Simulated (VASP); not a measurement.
ReS, 4 atoms in the cell. The typed cell holds 4 atoms: a = 4.208 Å, b = 4.208 Å, c = 5.951 Å, α = 45.00°, β = 45.00°, γ = 60.00°. 

| Property | Result |
| --- | --- |
| Program | VASP 6.6.1 |
| Task | single point |
| Functional | PBE |
| Potentials or basis | VASP PAW PBE potentials, release 64 (Re, S) |
| Cutoff | 520 eV |
| k mesh | 14 × 14 × 7 |
| Occupations | gaussian, width 0.1 eV |
| Spin | collinear spin |
| Starting moments | [2.0, -2.0, 0.0, 0.0] μB |
| Dipole correction | no |
| Further INCAR settings | ALGO = Normal; EDIFF = 1e-06; NBANDS = 25 |

Potentials or basis: VASP PAW PBE potentials, release 64 (Re, S).

The run is started by

```sh
$ cat potpaw_PBE.64/Re/POTCAR potpaw_PBE.64/S/POTCAR > POTCAR
$ mpirun -np 1 vasp_std > vasp.out
```

Hardware: 1 thread of Intel(R) Xeon(R) Platinum 8259CL CPU @ 2.50GHz (Skylake/Cascade Lake) (shared host).

Question: How long does it take, and how much memory?

Answer: It took 6.9 min on 1 thread of Intel(R) Xeon(R) Platinum 8259CL CPU @ 2.50GHz (Skylake/Cascade Lake), on a shared host, peak memory 0.44 GiB. Counts: scf iterations 14, k points 144.
